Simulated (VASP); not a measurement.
# As (P6_3/mmc) in VASP: notebook

As is run at these levels: PBE; tasks: single point, relaxation of cell and atoms.

All numbers are computed with VASP 6.6.1; they aren't measurements. Logs are shortened: lines on timing, memory, paths and dates and some standing lists are left out, and cuts for length are marked.

### 1 The cell of the first run

The structure is hexagonal, space group P6_3/mmc (No. 194). Conventional cell: a = 4.452 Å, b = 4.452 Å, c = 5.629 Å, α = 90.00°, β = 90.00°, γ = 120.00°. Within 3.4 Å of As (site symmetry -6m2) lie 5 As at 2.57 to 2.81 Å. As (site symmetry -6m2) has 3 As at 2.57 Å within 3.4 Å.

### 2 Single point, PBE

INCAR

```
SYSTEM = As
  PREC = Accurate
  ENCUT = 500
  EDIFF = 1E-6
  ISMEAR = 0
  SIGMA = 0.1
  LREAL = .FALSE.
  LASPH = .TRUE.
  NELM = 120
  ALGO = Normal
  ISIF = 2
  LWAVE = .FALSE.
  LCHARG = .TRUE.
  GGA = PE
  LELF = .TRUE.
  LVHAR = .TRUE.
  NBANDS = 18
  GGA_COMPAT = .FALSE.
```

KPOINTS

```
Automatic mesh
0
G
  6 6 4
  0 0 0
```

POSCAR

```
As
1.0
    4.4516865965      0.0000000000      0.0000000000
   -2.2258432983      3.8552736823      0.0000000000
    0.0000000000      0.0000000000      5.6286651107
As
4
Direct
    0.0000000000      0.0000000000      0.2500000000
    0.0000000000      0.0000000000      0.7500000000
    0.3333333333      0.6666666667      0.7500000000
    0.6666666667      0.3333333333      0.2500000000
```

Potentials or basis: VASP PAW PBE potentials, release 64 (As).

Launch:

```console
$ cat potpaw_PBE.64/As/POTCAR > POTCAR
$ mpirun -np 1 vasp_std > vasp.out
```

OUTCAR:

```text
SYSTEM = As
   PREC = Accurate
   ENCUT = 500
   EDIFF = 1E-6
   ISMEAR = 0
   LREAL = .FALSE.
   LASPH = .TRUE.
   NELM = 120
   ISIF = 2
   GGA = PE

 ion  position               nearest neighbor table
   1  0.000  0.000  0.250-   4 2.57   4 2.57   4 2.57   2 2.81   2 2.81
   2  0.000  0.000  0.750-   3 2.57   3 2.57   3 2.57   1 2.81   1 2.81
   3  0.333  0.667  0.750-   2 2.57   2 2.57   2 2.57
   4  0.667  0.333  0.250-   1 2.57   1 2.57   1 2.57

  LATTYP: Found a hexagonal cell.
 ALAT       =     4.4516865965
 C/A-ratio  =     1.2643893474

  Lattice vectors:

 A1 = (   4.4516865965,   0.0000000000,   0.0000000000)
 A2 = (  -2.2258432983,   3.8552736823,   0.0000000000)
 A3 = (   0.0000000000,   0.0000000000,   5.6286651107)

Analysis of symmetry for initial positions (statically):
=====================================================================
 Subroutine PRICEL returns:
 Original cell was already a primitive cell.

 Routine SETGRP: Setting up the symmetry group for a
 hexagonal supercell.

 Subroutine GETGRP returns: Found 24 space group operations
 (whereof 12 operations were pure point group operations)
 out of a pool of 24 trial point group operations.

The static configuration has the point symmetry D_3d.
 The point group associated with its full space group is D_6h.

Analysis of symmetry for dynamics (positions and initial velocities):
=====================================================================
 Subroutine PRICEL returns:
 Original cell was already a primitive cell.

 Routine SETGRP: Setting up the symmetry group for a
 hexagonal supercell.

 Subroutine GETGRP returns: Found 24 space group operations
 (whereof 12 operations were pure point group operations)
 out of a pool of 24 trial point group operations.

The dynamic configuration has the point symmetry D_3d.
 The point group associated with its full space group is D_6h.

 Subroutine INISYM returns: Found 24 space group operations
 (whereof 12 operations are pure point group operations),
 and found     1 'primitive' translations

----------------------------------------------------------------------------------------

                                     Primitive cell

  volume of cell :      96.6018

  direct lattice vectors                    reciprocal lattice vectors
     4.451686597  0.000000000  0.000000000     0.224633963  0.129692479  0.000000000
    -2.225843298  3.855273682  0.000000000     0.000000000  0.259384957  0.000000000
     0.000000000  0.000000000  5.628665111     0.000000000  0.000000000  0.177662018

  length of vectors
     4.451686597  4.451686597  5.628665111     0.259384957  0.259384957  0.177662018

  position of ions in fractional coordinates (direct lattice)
     0.000000000  0.000000000  0.250000000
     0.000000000  0.000000000  0.750000000
     0.333333333  0.666666667  0.750000000
     0.666666667  0.333333333  0.250000000

  ion indices of the primitive-cell ions
   primitive index   ion index
                 1           1
                 2           2
                 3           3
                 4           4

----------------------------------------------------------------------------------------

 KPOINTS: Automatic mesh

Automatic generation of k-mesh.
 Grid dimensions read from file:
 generate k-points for:    6    6    4

 Generating k-lattice:

  Cartesian coordinates                     Fractional coordinates (reciprocal lattice)
     0.037438994  0.021615413  0.000000000     0.166666667  0.000000000  0.000000000
     0.000000000  0.043230826  0.000000000     0.000000000  0.166666667  0.000000000
     0.000000000  0.000000000  0.044415504     0.000000000  0.000000000  0.250000000

  Length of vectors
     0.043230826  0.043230826  0.044415504

  Shift w.r.t. Gamma in fractional coordinates (k-lattice)
     0.000000000  0.000000000  0.000000000

 Subroutine IBZKPT returns following result:
 ===========================================

 Found     21 irreducible k-points:

 Following reciprocal coordinates:
            Coordinates               Weight
  0.000000  0.000000  0.000000      1.000000
  0.166667  0.000000  0.000000      6.000000
  0.333333  0.000000  0.000000      6.000000
  0.500000  0.000000  0.000000      3.000000
  0.166667  0.166667  0.000000      6.000000
  0.333333  0.166667  0.000000     12.000000
[... 13 lines left out ...]
  0.333333  0.166667  0.500000     12.000000
  0.333333  0.333333  0.500000      2.000000
   k-points           NKPTS =     21   k-points in BZ     NKDIM =     21   number of bands    NBANDS=     18
   number of dos      NEDOS =    301   number of ions     NIONS =      4
   total plane-waves  NPLWV =  43008
   dimension x,y,z NGX =    32 NGY =   32 NGZ =   42
   dimension x,y,z NGXF=    64 NGYF=   64 NGZF=   84
   ions per type =               4
   NGX,Y,Z   is equivalent  to a cutoff of  11.95, 11.95, 12.40 a.u.
   NGXF,Y,Z  is equivalent  to a cutoff of  23.90, 23.90, 24.81 a.u.
 SYSTEM =  As
   PREC   = accura    normal or accurate (medium, high low for compatibility)
   ISTART =      0    job   : 0-new  1-cont  2-samecut
   ICHARG =      2    charge: 1-file 2-atom 10-const
   ISPIN  =      1    spin polarized calculation?
   LNONCOLLINEAR =      F non collinear calculations
   LSORBIT =      F    spin-orbit coupling
   LASPH  =      T    aspherical Exc in radial PAW
   ENCUT  =  500.0 eV  36.75 Ry    6.06 a.u.   8.12  8.12 10.26*2*pi/ulx,y,z
   NELM   =    120;   NELMIN=  2; NELMDL= -5     # of ELM steps
   EDIFF  = 0.1E-05   stopping-criterion for ELM
   LREAL  =      F    real-space projection
   EDIFFG = 0.1E-04   stopping-criterion for IOM
   NSW    =      0    number of steps for IOM
   IBRION =     -1    ionic relax: 0-MD 1-quasi-New 2-CG
   NFREE  =      0    steps in history (QN), initial steepest desc. (CG)
   ISIF   =      2    stress and relaxation
   ISYM   =      2    0-nonsym 1-usesym 2-fastsym
   POTIM  = 0.5000    time-step for ionic-motion
   TEBEG  =    0.0;   TEEND  =   0.0 temperature during run
   PSTRESS=    0.0 pullay stress
   NELECT =      20.0000    total number of electrons
   NUPDOWN=      -1.0000    fix difference up-down
   EMIN   =  10.00;   EMAX   =-10.00  energy-range for DOS
   EFERMI =   0.00;   METHOD = LEGACY
   ISMEAR =     0;   SIGMA  =   0.10  broadening in eV -4-tet -1-fermi 0-gaus
   EFERMI_NEDOS =   21; number of points for ismear=-14 and -15
   IALGO  =     38    algorithm
   IMIX   =      4    mixing-type and parameters
     AMIX     =   0.40;   BMIX     =  1.00
     AMIX_MAG =   1.60;   BMIX_MAG =  1.00
  volume/ion in A,a.u.               =      24.15       162.98
  Fermi-wavevector in a.u.,A,eV,Ry     =   0.968478  1.830158 12.761580  0.937950
  Thomas-Fermi vector in A             =   2.098451
   LORBIT       =      0    0 simple, 1 ext, 2 COOP (PROOUT), +10 PAW based schemes
   GGA     = PE    functional components
   LHFCALC =     F    Hartree Fock is set to
   AEXX    =    0.0000 exact exchange contribution
   IVDW    =     0    specifies the selected vdW correction
   LEPSILON=     F    determine dielectric tensor
   LRPA    =     F    only Hartree local field effects (RPA)
 non-spin polarized calculation
 Gauss-broadening in eV      SIGMA  =   0.10
  energy-cutoff  :      500.00
  volume of cell :       96.60
 maximum number of plane-waves:      2484
   NGX = 17   NGY = 17   NGZ = 21

 number of electron      20.0000003 magnetization

 Free energy of the ion-electron system (eV)
  ---------------------------------------------------
  ext. energy  EPLUGINS =         0.00000000
  ---------------------------------------------------
  free energy    TOTEN  =       -17.01158921 eV

  energy without entropy =      -17.00478275  energy(sigma->0) =      -17.00818598

 E-fermi :   3.8872     XC(G=0):  -9.4546

 val. band max:        3.7501466212   @ k =   0.1667   0.0000   0.2500
 cond. band min:       3.9489687560   @ k =   0.0000   0.0000   0.2500
 fundamental gap:      0.1988221348
 Fermi energy:         3.8871961532

 k-point     1 :       0.0000    0.0000    0.0000
  band No.  band energies     occupation
      1     -10.0935      2.00000
      2      -8.0161      2.00000
      3      -3.3110      2.00000
      4      -1.8727      2.00000
      5      -1.7156      2.00000
      6       0.2262      2.00000
[... 10 lines left out ...]
     17       9.9197      0.00000
     18      10.2798      0.00000

 k-point     2 :       0.1667    0.0000    0.0000
  band No.  band energies     occupation
      1      -9.8707      2.00000
      2      -7.8263      2.00000
      3      -4.2758      2.00000
      4      -2.9291      2.00000
      5      -1.5046      2.00000
      6      -0.2131      2.00000
[... 10 lines left out ...]
     17       9.9358      0.00000
     18      10.9292      0.00000

 k-point     3 :       0.3333    0.0000    0.0000
  band No.  band energies     occupation
      1      -9.2483      2.00000
      2      -7.3682      2.00000
      3      -5.7352      2.00000
      4      -4.4897      2.00000
      5      -0.9513      2.00000
      6      -0.7686      2.00000
[... 10 lines left out ...]
     17       9.2238      0.00000
     18      11.6316      0.00000

 k-point     4 :       0.5000    0.0000    0.0000
  band No.  band energies     occupation
      1      -8.6694      2.00000
      2      -7.3884      2.00000
      3      -5.9376      2.00000
      4      -5.5625      2.00000
      5      -0.9800      2.00000
      6      -0.5312      2.00000
[... 10 lines left out ...]
     17       9.5522      0.00000
     18      10.8793      0.00000

 k-point     5 :       0.1667    0.1667    0.0000
  band No.  band energies     occupation
      1      -9.4431      2.00000
      2      -7.4763      2.00000
      3      -5.3953      2.00000
      4      -4.1287      2.00000
      5      -1.1173      2.00000
      6      -0.4887      2.00000
[... 10 lines left out ...]
     17      10.3699      0.00000
     18      10.8286      0.00000

 k-point     6 :       0.3333    0.1667    0.0000
  band No.  band energies     occupation
      1      -8.7283      2.00000
      2      -7.1201      2.00000
      3      -6.3480      2.00000
      4      -5.3347      2.00000
      5      -0.9687      2.00000
      6      -0.5644      2.00000
[... 10 lines left out ...]
     17      10.0717      0.00000
     18      10.2697      0.00000

 k-point     7 :       0.3333    0.3333    0.0000
  band No.  band energies     occupation
      1      -8.3076      2.00000
      2      -6.8752      2.00000
      3      -6.8752      2.00000
      4      -5.7512      2.00000
      5      -0.8533      2.00000
      6      -0.8533      2.00000
[... 10 lines left out ...]
     17      11.1083      0.00000
     18      11.1112      0.00000

 k-point     8 :       0.0000    0.0000    0.2500
  band No.  band energies     occupation
      1      -9.8732      2.00000
      2      -8.4529      2.00000
      3      -3.1750      2.00000
      4      -2.3577      2.00000
      5      -0.4954      2.00000
      6       0.3780      2.00000
[... 10 lines left out ...]
     17      10.6047      0.00000
     18      11.4497      0.00000
[... 166 lines left out ...]
     17      12.0835      0.00000
     18      12.0835      0.00000

 k-point    17 :       0.3333    0.0000    0.5000
  band No.  band energies     occupation
      1      -8.4392      2.00000
      2      -8.4392      2.00000
      3      -5.3205      2.00000
      4      -5.3205      2.00000
      5      -0.0152      2.00000
      6      -0.0152      2.00000
[... 10 lines left out ...]
     17      11.6561      0.00000
     18      11.6561      0.00000

 k-point    18 :       0.5000    0.0000    0.5000
  band No.  band energies     occupation
      1      -7.8917      2.00000
      2      -7.8917      2.00000
      3      -6.2253      2.00000
      4      -6.2253      2.00000
      5      -0.2035      2.00000
      6      -0.2035      2.00000
[... 10 lines left out ...]
     17      11.2524      0.00000
     18      11.2524      0.00000

 k-point    19 :       0.1667    0.1667    0.5000
  band No.  band energies     occupation
      1      -8.6255      2.00000
      2      -8.6255      2.00000
      3      -4.9115      2.00000
      4      -4.9115      2.00000
      5      -0.2787      2.00000
      6      -0.2787      2.00000
[... 10 lines left out ...]
     17      11.4329      0.00000
     18      11.4329      0.00000

 k-point    20 :       0.3333    0.1667    0.5000
  band No.  band energies     occupation
      1      -7.9182      2.00000
      2      -7.9182      2.00000
      3      -6.1460      2.00000
      4      -6.1460      2.00000
      5      -0.8675      2.00000
      6      -0.8675      2.00000
[... 10 lines left out ...]
     17      10.4415      0.00000
     18      10.4415      0.00000

 k-point    21 :       0.3333    0.3333    0.5000
  band No.  band energies     occupation
      1      -7.3495      2.00000
      2      -7.3495      2.00000
      3      -6.8241      2.00000
      4      -6.8241      2.00000
      5      -1.3381      2.00000
      6      -1.3381      2.00000
[... 10 lines left out ...]
     17      10.3809      0.00000
     18      10.3809      0.00000

------------------------ aborting loop because EDIFF is reached ----------------------------------------

  FORCE on cell =-STRESS in cart. coord.  units (eV):
  Direction    XX          YY          ZZ          XY          YZ          ZX
  --------------------------------------------------------------------------------------
  -------------------------------------------------------------------------------------
  Total       -0.0166913     -0.0166913      0.0084008      0.0000000      0.0000000      0.0000000
  in kB       -0.2768314     -0.2768314      0.1393313      0.0000000      0.0000000      0.0000000
  external PRESSURE =      -0.1381105 kB  Pullay stress =       0.0000000 kB

 VOLUME and BASIS-vectors are now :
 -----------------------------------------------------------------------------
  energy-cutoff  :      500.00
  volume of cell :       96.60
      direct lattice vectors                 reciprocal lattice vectors
     4.451686597  0.000000000  0.000000000     0.224633963  0.129692479  0.000000000
    -2.225843298  3.855273682  0.000000000     0.000000000  0.259384957  0.000000000
     0.000000000  0.000000000  5.628665111     0.000000000  0.000000000  0.177662018

 POSITION                                       TOTAL-FORCE (eV/Angst)
 -----------------------------------------------------------------------------------
      0.00000      0.00000      1.40717        -0.000000     -0.000000      0.000000
      0.00000      0.00000      4.22150         0.000000     -0.000000      0.000000
     -0.00000      2.57018      4.22150         0.000000     -0.000000      0.000000
      2.22584      1.28509      1.40717        -0.000000      0.000000     -0.000000
 -----------------------------------------------------------------------------------
    total drift:                               -0.000000      0.000000     -0.000000

  FREE ENERGIE OF THE ION-ELECTRON SYSTEM (eV)
  ---------------------------------------------------
  free  energy   TOTEN  =       -17.0115892085 eV

  energy  without entropy=      -17.0047827506  energy(sigma->0) =      -17.00818598
```

It took 39 s on 1 thread of Intel Xeon 8259CL, shared host; peak memory 0.19 GiB.

Results:

- Free energy: -17.0116 eV
- Pressure: 0.0 GPa
- Band gap on the k mesh: zero (band 10 reaches 4.66 eV, above the bottom of band 11 at 3.73 eV)

Levels at points of the mesh, in eV from the Fermi level:
```
           k point  band 7  band 8  band 9  band 10  band 11  band 12  band 13  band 14
(0.00, 0.00, 0.00)   -3.66   -2.68   -2.68     0.61     1.19     1.31     1.31     2.24
(0.50, 0.00, 0.00)   -3.02   -1.82   -1.82    -1.25     0.39     4.11     4.20     4.74
(0.00, 0.00, 0.50)   -3.14   -3.14   -2.21    -2.21     1.32     1.32     1.32     1.32
(0.50, 0.00, 0.50)   -2.57   -2.57   -0.80    -0.80     1.17     1.17     4.18     4.18
```

[end of part 1 of 2]
